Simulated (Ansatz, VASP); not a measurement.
TaN: VASP beside Ansatz

POSCAR

```
TaN
1.0
    0.0000000000      2.1790000000      2.1790000000
    2.1790000000      0.0000000000      2.1790000000
    2.1790000000      2.1790000000      0.0000000000
Ta N
1 1
Direct
    0.5143414410      0.5143414410      0.4856585590
    0.0000000000      0.0000000000      0.0000000000
```

Contents of INCAR.step1:

```
SYSTEM = TaN
ALGO = Normal ; EDIFF = 1E-4
ENCUT = 520 ; GGA = PE
ISMEAR = 0 ; LASPH = .True.
LCHARG = .False. ; LREAL = .False.
LWAVE = .True. ; NBANDS = 15
NELM = 100 ; PREC = Accurate
SIGMA = 0.15
```

Contents of INCAR.step2:

```
SYSTEM = TaN
ALGO = Normal ; EDIFF = 1E-7
ENCUT = 520 ; ISIF = 2
ISMEAR = 0 ; ISTART = 1
LASPH = .True. ; LCHARG = .True.
LELF = .True. ; LMIXTAU = .True.
LREAL = .False. ; LVHAR = .True.
LWAVE = .False. ; METAGGA = R2SCAN
NBANDS = 15 ; NELM = 100
PREC = Accurate ; SIGMA = 0.15
```

File KPOINTS:

```
k-points
0
Gamma
  18 18 18
  0 0 0
```

Input for Ansatz:

```yaml
crystal:
  lattice:
    - [0.0, 2.179, 2.179]
    - [2.179, 0.0, 2.179]
    - [2.179, 2.179, 0.0]
  atoms:
    - { symbol: Ta, position: [0.514341441, 0.514341441, 0.485658559] }
    - { symbol: "N", position: [0.0, 0.0, 0.0] }
basis:
  ecutwfc: 500
kpoints:
  mp_grid: { grid: [18, 18, 18] }
hamiltonian:
  xc: r2scan
scf:
  occupations: { method: gaussian, width: 0.15 }
output:
  forces: true
  stress: true
  eigenvalues: true
```

Change from the starting cell: all Ta atoms moved +0.062 Å, as atom 1 along Cartesian [0 0 1].

Alike in both runs: task single point; functional r2SCAN; k mesh 18 × 18 × 18; occupations gaussian, width 0.15 eV; no spin polarisation.

|  | VASP | Ansatz |
| --- | --- | --- |
| version | VASP 6.6.1 | Ansatz 0.2.0 |
| potentials or method | VASP PAW PBE potentials, release 64 (Ta_pv, N), cutoff 520 eV | scalar-relativistic, plane waves, PAW |
| valence electrons in the cell | 16 | 18 |

|  | VASP | Ansatz | Ansatz less VASP |
| --- | --- | --- | --- |
| gap on the k mesh at the Fermi level (eV) | none | none | - |
| pressure (GPa) | 12.6 | 10.5 | -2.15 |
| traceless stress, the component that is largest in VASP (GPa) | 1.43 | 1.39 | -0.042 |
| rms of the force components (eV/Å) | 0.316 | 0.326 | +0.0100 |

VASP's potentials were made for PBE, not for r2SCAN. Atom by atom the forces differ by 0.010 eV/Å (rms over components). A gap of «none» marks a metal or a gap that the smearing closes. With one functional, cell and mesh, what is left measures potentials, basis and numerics. VASP's potentials hold 16 valence electrons a cell and Ansatz's 18, so a difference there can come from the potentials and not from the codes.

Neither program's run includes spin-orbit coupling.
